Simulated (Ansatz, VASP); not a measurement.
# CsPt in VASP and in Ansatz

```xyz
2
Lattice="3.4370 0.0000 0.0000 -1.7185 2.9765 0.0000 0.0000 0.0000 5.5814" Properties=species:S:1:pos:R:3 pbc="T T T"
Cs    0.0000    0.0000    0.0000
Pt    0.0000    1.9843    2.7907
```

Alike in both runs: functional PBE; k mesh 18 × 18 × 10; occupations gaussian, width 0.1 eV; no spin polarisation.

Ansatz relaxed the structure, and its values are those at the end. VASP's run is a single point on that final structure, the one shown.

|  | VASP | Ansatz |
| --- | --- | --- |
| version | VASP 6.6.1 | Ansatz 0.2.0 |
| potentials or method | VASP PAW PBE potentials, release 64 (Cs_sv, Pt), cutoff 520 eV | scalar-relativistic, plane waves, PAW |
| valence electrons in the cell | 19 | 27 |

```tsv
	VASP	Ansatz	Ansatz less VASP
gap on the k mesh at the Fermi level (eV)	none	none	-
pressure (GPa)	0.3	0.0	-0.35
```

A gap of «none» marks a metal or a gap that the smearing closes. VASP's potentials hold 19 valence electrons a cell and Ansatz's 27, so a difference there can come from the potentials and not from the codes.

Neither program's run includes spin-orbit coupling.
